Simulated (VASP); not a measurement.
# Pb (Fm-3m) in VASP: notebook

The runs below take Pb through single point, with PBE.

Everything below comes from runs of VASP 6.6.1. Logs are shortened: lines on timing, memory, paths and dates and some standing lists are left out, and cuts for length are marked.

### Step 1. The cell of the first run

Symmetry: Fm-3m, No. 225, cubic system. The conventional cell has a = 4.983 Å, b = 4.983 Å, c = 4.983 Å, α = 90.00°, β = 90.00°, γ = 90.00°. Pb (site symmetry m-3m) has 12 Pb at 3.52 Å within 4.6 Å.

### Step 2. Single point, PBE (volume scaled by 1.02)

Contents of INCAR:

```
PREC = Accurate
ENCUT = 520
EDIFF = 1E-7
ISMEAR = -1
SIGMA = 0.05
LREAL = False
LASPH = True
NELM = 80
ALGO = Normal
ISIF = 2
LWAVE = False
LCHARG = False
GGA = PE
NBANDS = 13
```

Contents of KPOINTS:

```
regular mesh
0
Gamma
  9 9 9
```

Contents of POSCAR:

```
Pb
1.0
    0.0000000000      2.4914113386      2.4914113386
    2.4914113386      0.0000000000      2.4914113386
    2.4914113386      2.4914113386      0.0000000000
Pb
1
Direct
    0.0000000000      0.0000000000      0.0000000000
```

Potentials or basis: VASP PAW PBE potentials, release 64 (Pb_d).

Run with:

```
cat potpaw_PBE.64/Pb_d/POTCAR > POTCAR
mpirun -np 1 vasp_std > vasp.out
```

OUTCAR:

```text
PREC = Accurate
   ENCUT = 520
   EDIFF = 1E-7
   ISMEAR = -1
   LREAL = False
   LASPH = True
   NELM = 80
   ISIF = 2
   GGA = PE

 ion  position               nearest neighbor table
   1  0.000  0.000  0.000-

  LATTYP: Found a face centered cubic cell.
 ALAT       =     4.9828226772

  Lattice vectors:

 A1 = (   0.0000000000,   2.4914113386,   2.4914113386)
 A2 = (   2.4914113386,   0.0000000000,   2.4914113386)
 A3 = (   2.4914113386,   2.4914113386,   0.0000000000)

Analysis of symmetry for initial positions (statically):
=====================================================================
 Subroutine PRICEL returns:
 Original cell was already a primitive cell.

 Routine SETGRP: Setting up the symmetry group for a
 face centered cubic supercell.

 Subroutine GETGRP returns: Found 48 space group operations
 (whereof 48 operations were pure point group operations)
 out of a pool of 48 trial point group operations.

The static configuration has the point symmetry O_h .

Analysis of symmetry for dynamics (positions and initial velocities):
=====================================================================
 Subroutine PRICEL returns:
 Original cell was already a primitive cell.

 Routine SETGRP: Setting up the symmetry group for a
 face centered cubic supercell.

 Subroutine GETGRP returns: Found 48 space group operations
 (whereof 48 operations were pure point group operations)
 out of a pool of 48 trial point group operations.

The dynamic configuration has the point symmetry O_h .

 Subroutine INISYM returns: Found 48 space group operations
 (whereof 48 operations are pure point group operations),
 and found     1 'primitive' translations

----------------------------------------------------------------------------------------

                                     Primitive cell

  volume of cell :      30.9290

  direct lattice vectors                    reciprocal lattice vectors
     0.000000000  2.491411339  2.491411339    -0.200689462  0.200689462  0.200689462
     2.491411339  0.000000000  2.491411339     0.200689462 -0.200689462  0.200689462
     2.491411339  2.491411339  0.000000000     0.200689462  0.200689462 -0.200689462

  length of vectors
     3.523387704  3.523387704  3.523387704     0.347604344  0.347604344  0.347604344

  position of ions in fractional coordinates (direct lattice)
     0.000000000  0.000000000  0.000000000

  ion indices of the primitive-cell ions
   primitive index   ion index
                 1           1

----------------------------------------------------------------------------------------

 KPOINTS: regular mesh

Automatic generation of k-mesh.
 Grid dimensions read from file:
 generate k-points for:    9    9    9

 Generating k-lattice:

  Cartesian coordinates                     Fractional coordinates (reciprocal lattice)
    -0.022298829  0.022298829  0.022298829     0.111111111  0.000000000  0.000000000
     0.022298829 -0.022298829  0.022298829     0.000000000  0.111111111  0.000000000
     0.022298829  0.022298829 -0.022298829     0.000000000  0.000000000  0.111111111

  Length of vectors
     0.038622705  0.038622705  0.038622705

  Shift w.r.t. Gamma in fractional coordinates (k-lattice)
     0.000000000  0.000000000  0.000000000

 Subroutine IBZKPT returns following result:
 ===========================================

 Found     35 irreducible k-points:

 Following reciprocal coordinates:
            Coordinates               Weight
  0.000000  0.000000  0.000000      1.000000
  0.111111  0.000000  0.000000      8.000000
  0.222222  0.000000  0.000000      8.000000
  0.333333  0.000000  0.000000      8.000000
  0.444444  0.000000  0.000000      8.000000
  0.111111  0.111111  0.000000      6.000000
[... 16 lines left out ...]
 -0.333333  0.333333  0.000000     12.000000
  0.444444  0.444444  0.000000      6.000000
 [... further k-points ...]
   k-points           NKPTS =     35   k-points in BZ     NKDIM =     35   number of bands    NBANDS=     13
   number of dos      NEDOS =    301   number of ions     NIONS =      1
   total plane-waves  NPLWV =  21952
   dimension x,y,z NGX =    28 NGY =   28 NGZ =   28
   dimension x,y,z NGXF=    56 NGYF=   56 NGZF=   56
   ions per type =               1
   NGX,Y,Z   is equivalent  to a cutoff of  13.21, 13.21, 13.21 a.u.
   NGXF,Y,Z  is equivalent  to a cutoff of  26.42, 26.42, 26.42 a.u.
 SYSTEM =  unknown system
   PREC   = accura    normal or accurate (medium, high low for compatibility)
   ISTART =      0    job   : 0-new  1-cont  2-samecut
   ICHARG =      2    charge: 1-file 2-atom 10-const
   ISPIN  =      1    spin polarized calculation?
   LNONCOLLINEAR =      F non collinear calculations
   LSORBIT =      F    spin-orbit coupling
   LASPH  =      T    aspherical Exc in radial PAW
   ENCUT  =  520.0 eV  38.22 Ry    6.18 a.u.   6.55  6.55  6.55*2*pi/ulx,y,z
   NELM   =     80;   NELMIN=  2; NELMDL= -5     # of ELM steps
   EDIFF  = 0.1E-06   stopping-criterion for ELM
   LREAL  =      F    real-space projection
   EDIFFG = 0.1E-05   stopping-criterion for IOM
   NSW    =      0    number of steps for IOM
   IBRION =     -1    ionic relax: 0-MD 1-quasi-New 2-CG
   NFREE  =      0    steps in history (QN), initial steepest desc. (CG)
   ISIF   =      2    stress and relaxation
   ISYM   =      2    0-nonsym 1-usesym 2-fastsym
   POTIM  = 0.5000    time-step for ionic-motion
   TEBEG  =    0.0;   TEEND  =   0.0 temperature during run
   PSTRESS=    0.0 pullay stress
   NELECT =      14.0000    total number of electrons
   NUPDOWN=      -1.0000    fix difference up-down
   EMIN   =  10.00;   EMAX   =-10.00  energy-range for DOS
   EFERMI =   0.00;   METHOD = LEGACY
   ISMEAR =    -1;   SIGMA  =   0.05  broadening in eV -4-tet -1-fermi 0-gaus
   EFERMI_NEDOS =   21; number of points for ismear=-14 and -15
   IALGO  =     38    algorithm
   IMIX   =      4    mixing-type and parameters
     AMIX     =   0.40;   BMIX     =  1.00
     AMIX_MAG =   1.60;   BMIX_MAG =  1.00
  volume/ion in A,a.u.               =      30.93       208.72
  Fermi-wavevector in a.u.,A,eV,Ry     =   1.256981  2.375350 21.497225  1.580001
  Thomas-Fermi vector in A             =   2.390662
   LORBIT       =      0    0 simple, 1 ext, 2 COOP (PROOUT), +10 PAW based schemes
   GGA     = PE    functional components
   LHFCALC =     F    Hartree Fock is set to
   AEXX    =    0.0000 exact exchange contribution
   IVDW    =     0    specifies the selected vdW correction
   LEPSILON=     F    determine dielectric tensor
   LRPA    =     F    only Hartree local field effects (RPA)
 non-spin polarized calculation
  energy-cutoff  :      520.00
  volume of cell :       30.93
 maximum number of plane-waves:       869
 NGX is ok and might be reduce to    28
   NGX = 13   NGY = 13   NGZ = 13

 number of electron      14.0000000 magnetization

 Free energy of the ion-electron system (eV)
  ---------------------------------------------------
  ext. energy  EPLUGINS =         0.00000000
  ---------------------------------------------------
  free energy    TOTEN  =        -3.57704968 eV

  energy without entropy =       -3.57379970  energy(sigma->0) =       -3.57542469

 E-fermi :   6.9276     XC(G=0): -10.0912

 val. band max:        6.7043017242   @ k =  -0.3333   0.3333   0.1111
 cond. band min:       6.9407969054   @ k =  -0.2222   0.3333   0.1111
 fundamental gap:      0.2364951812
 Fermi energy:         6.9276169849

 k-point     1 :       0.0000    0.0000    0.0000
  band No.  band energies     occupation
      1     -10.0005      2.00000
      2     -10.0005      2.00000
      3     -10.0005      2.00000
      4      -9.8687      2.00000
      5      -9.8687      2.00000
      6      -4.5609      2.00000
      7      14.3231      0.00000
      8      14.3231      0.00000
      9      14.3231      0.00000
     10      16.8115      0.00000
     11      18.1478      0.00000
     12      19.4003      0.00000
     13      19.4003      0.00000

 k-point     2 :       0.1111    0.0000    0.0000
  band No.  band energies     occupation
      1     -10.0008      2.00000
      2      -9.9849      2.00000
      3      -9.9849      2.00000
      4      -9.8687      2.00000
      5      -9.8687      2.00000
      6      -4.3281      2.00000
      7      11.9980      0.00000
      8      14.0473      0.00000
      9      14.0473      0.00000
     10      16.3849      0.00000
     11      19.1686      0.00000
     12      19.8912      0.00000
     13      19.8912      0.00000

 k-point     3 :       0.2222    0.0000    0.0000
  band No.  band energies     occupation
      1     -10.0049      2.00000
      2      -9.9665      2.00000
      3      -9.9665      2.00000
      4      -9.8471      2.00000
      5      -9.8471      2.00000
      6      -3.6327      2.00000
      7       8.5954      0.00000
      8      13.4618      0.00000
      9      13.4618      0.00000
     10      16.0089      0.00000
     11      18.8281      0.00000
     12      19.5466      0.00000
     13      19.5466      0.00000
[... 305 lines left out ...]
 k-point    23 :      -0.3333    0.3333    0.0000
  band No.  band energies     occupation
      1     -10.0510      2.00000
      2      -9.9021      2.00000
      3      -9.8582      2.00000
      4      -9.8379      2.00000
      5      -9.7775      2.00000
      6      -0.1145      2.00000
      7       5.2857      2.00000
      8       5.5583      2.00000
      9      10.6602      0.00000
     10      13.9152      0.00000
     11      20.6666      0.00000
     12      22.2871      0.00000
     13      22.3409      0.00000

 k-point    24 :       0.4444    0.4444    0.0000
  band No.  band energies     occupation
      1     -10.1487      2.00000
      2     -10.0611      2.00000
      3      -9.7556      2.00000
      4      -9.7187      2.00000
      5      -9.7187      2.00000
      6      -0.1003      2.00000
      7       4.3960      2.00000
      8       9.1868      0.00000
      9       9.1868      0.00000
     10      12.4807      0.00000
     11      13.6934      0.00000
     12      25.2092      0.00000
     13      26.7886      0.00000

 [... further k-points ...]

------------------------ aborting loop because EDIFF is reached ----------------------------------------

  FORCE on cell =-STRESS in cart. coord.  units (eV):
  Direction    XX          YY          ZZ          XY          YZ          ZX
  --------------------------------------------------------------------------------------
  -------------------------------------------------------------------------------------
  Total        0.2370594      0.2370594      0.2370594     -0.0000000     -0.0000000      0.0000000
  in kB       12.2800879     12.2800879     12.2800879     -0.0000000     -0.0000000      0.0000000
  external PRESSURE =      12.2800879 kB  Pullay stress =       0.0000000 kB

 VOLUME and BASIS-vectors are now :
 -----------------------------------------------------------------------------
  energy-cutoff  :      520.00
  volume of cell :       30.93
      direct lattice vectors                 reciprocal lattice vectors
     0.000000000  2.491411339  2.491411339    -0.200689462  0.200689462  0.200689462
     2.491411339  0.000000000  2.491411339     0.200689462 -0.200689462  0.200689462
     2.491411339  2.491411339  0.000000000     0.200689462  0.200689462 -0.200689462

 POSITION                                       TOTAL-FORCE (eV/Angst)
 -----------------------------------------------------------------------------------
      0.00000      0.00000      0.00000         0.000000      0.000000     -0.000000
 -----------------------------------------------------------------------------------
    total drift:                               -0.000000     -0.000000     -0.000000

  FREE ENERGIE OF THE ION-ELECTRON SYSTEM (eV)
  ---------------------------------------------------
  free  energy   TOTEN  =        -3.5770496796 eV

  energy  without entropy=       -3.5737996978  energy(sigma->0) =       -3.57542469
```

Run time: 5.8 s. Hardware: 1 thread of Intel Xeon 6975P-C (Granite Rapids), shared host; peak memory 0.16 GiB.

What came out:

- Free energy: -3.5770 eV
- Pressure: 1.2 GPa
- Band gap on the k mesh: zero (band 7 reaches 14.32 eV, above the bottom of band 8 at 5.56 eV)

Caveat: spin-orbit coupling is left out, which moves the levels of the heavy elements.

### Step 3. Single point, PBE (volume scaled by 1.04)

Contents of INCAR:

```
PREC     = Accurate       # precision mode
ENCUT    = 520            # plane-wave cutoff, eV
EDIFF    = 1E-6           # SCF threshold, eV
ISMEAR   = -1             # smearing method
SIGMA    = 0.05           # smearing width, eV
LREAL    = F              # projectors in reciprocal space
LASPH    = T              # aspherical terms in the spheres
NELM     = 60             # most SCF steps
ALGO     = Fast           # electronic algorithm
ISIF     = 2              # what is computed and relaxed
LWAVE    = F              # write WAVECAR
LCHARG   = F              # write CHGCAR
GGA      = PE             # functional
NBANDS   = 13             # bands
```

KPOINTS is that of step 2.

Contents of POSCAR:

```
Pb
1.0
    0.0000000000      2.5075897876      2.5075897876
    2.5075897876      0.0000000000      2.5075897876
    2.5075897876      2.5075897876      0.0000000000
Pb
1
Direct
    0.0000000000      0.0000000000      0.0000000000
```

Potentials or basis: VASP PAW PBE potentials, release 64 (Pb_d).

Run with:

```
cat potpaw_PBE.64/Pb_d/POTCAR > POTCAR
mpirun -np 1 vasp_std > vasp.out
```

OUTCAR:

```text
PREC = Accurate
   ENCUT = 520
   EDIFF = 1E-6
   ISMEAR = -1
   LREAL = F
   LASPH = T
   NELM = 60
   ISIF = 2
   GGA = PE

 ion  position               nearest neighbor table
   1  0.000  0.000  0.000-

  LATTYP: Found a face centered cubic cell.
 ALAT       =     5.0151795752

  Lattice vectors:

 A1 = (   0.0000000000,   2.5075897876,   2.5075897876)
 A2 = (   2.5075897876,   0.0000000000,   2.5075897876)
 A3 = (   2.5075897876,   2.5075897876,   0.0000000000)

Analysis of symmetry for initial positions (statically):
[... 552 lines left out ...]
      5      -9.9346      2.00000
      6      -0.3155      2.00000
      7       4.2316      2.00000
      8       8.9512      0.00000
      9       8.9512      0.00000
     10      12.2152      0.00000
     11      13.4239      0.00000
     12      24.8850      0.00000
     13      26.3616      0.00000

 [... further k-points ...]
[... 5 lines left out ...]
  --------------------------------------------------------------------------------------
  -------------------------------------------------------------------------------------
  Total        0.0731588      0.0731588      0.0731588      0.0000000     -0.0000000     -0.0000000
  in kB        3.7168741      3.7168741      3.7168741      0.0000000     -0.0000000     -0.0000000
  external PRESSURE =       3.7168741 kB  Pullay stress =       0.0000000 kB

 VOLUME and BASIS-vectors are now :
 -----------------------------------------------------------------------------
  energy-cutoff  :      520.00
  volume of cell :       31.54
      direct lattice vectors                 reciprocal lattice vectors
     0.000000000  2.507589788  2.507589788    -0.199394655  0.199394655  0.199394655
     2.507589788  0.000000000  2.507589788     0.199394655 -0.199394655  0.199394655
     2.507589788  2.507589788  0.000000000     0.199394655  0.199394655 -0.199394655

 POSITION                                       TOTAL-FORCE (eV/Angst)
 -----------------------------------------------------------------------------------
      0.00000      0.00000      0.00000         0.000000      0.000000      0.000000
 -----------------------------------------------------------------------------------
    total drift:                               -0.000000     -0.000000     -0.000000

  FREE ENERGIE OF THE ION-ELECTRON SYSTEM (eV)
  ---------------------------------------------------
  free  energy   TOTEN  =        -3.5803557604 eV

  energy  without entropy=       -3.5770041284  energy(sigma->0) =       -3.57867994
```

stdout:

```text
POSCAR found type information on POSCAR Pb
 POSCAR found :  1 types and       1 ions
 scaLAPACK will be used
 LDA part: xc-table for (Slater+PW92), standard interpolation
 POSCAR, INCAR and KPOINTS ok, starting setup
 FFT: planning ... GRIDC
 FFT: planning ... GRID_SOFT
 FFT: planning ... GRID
 WAVECAR not read
 entering main loop
```

Wall time 7.4 s (1 thread of Intel Xeon 6975P-C (Granite Rapids), shared host); peak memory 0.15 GiB.

What came out:

| Item | Value |
| --- | --- |
| Free energy | -3.5804 eV |
| Pressure | 0.4 GPa |
| Band gap on the k mesh | zero (band 7 reaches 13.96 eV, above the bottom of band 8 at 5.39 eV) |

Caveat: spin-orbit coupling is left out, which moves the levels of the heavy elements.
